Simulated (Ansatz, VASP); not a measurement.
Hf in VASP and in Ansatz

```
CELL_PARAMETERS angstrom
3.14875 0.00000 0.00000
-1.57437 2.72690 0.00000
0.00000 0.00000 4.90607
ATOMIC_POSITIONS crystal
Hf 0.33333 0.66667 0.25000
Hf 0.66667 0.33333 0.75000
```

Change from the starting cell: strain -0.015 along x and y, -0.030 along z, atoms carried along.

Alike in both runs: task single point; functional PBEsol; k mesh 18 × 18 × 10; occupations gaussian, width 0.15 eV; no spin polarisation.

|  | VASP | Ansatz |
| --- | --- | --- |
| version | VASP 6.6.1 | Ansatz 0.2.0 |
| potentials or method | VASP PAW PBE potentials, release 64 (Hf_pv), cutoff 520 eV | scalar-relativistic, plane waves, PAW |
| valence electrons in the cell | 20 | 52 |

|  | VASP | Ansatz | Ansatz less VASP |
| --- | --- | --- | --- |
| gap on the k mesh at the Fermi level (eV) | none | none | - |
| pressure (GPa) | 2.7 | 3.1 | +0.37 |
| traceless stress, the component that is largest in VASP (GPa) | 1.50 | 1.57 | +0.072 |

VASP's potentials were made for PBE, not for PBEsol. A gap of «none» marks a metal or a gap that the smearing closes. VASP's potentials hold 20 valence electrons a cell and Ansatz's 52, so a difference there can come from the potentials and not from the codes.

Spin-orbit coupling is off throughout.
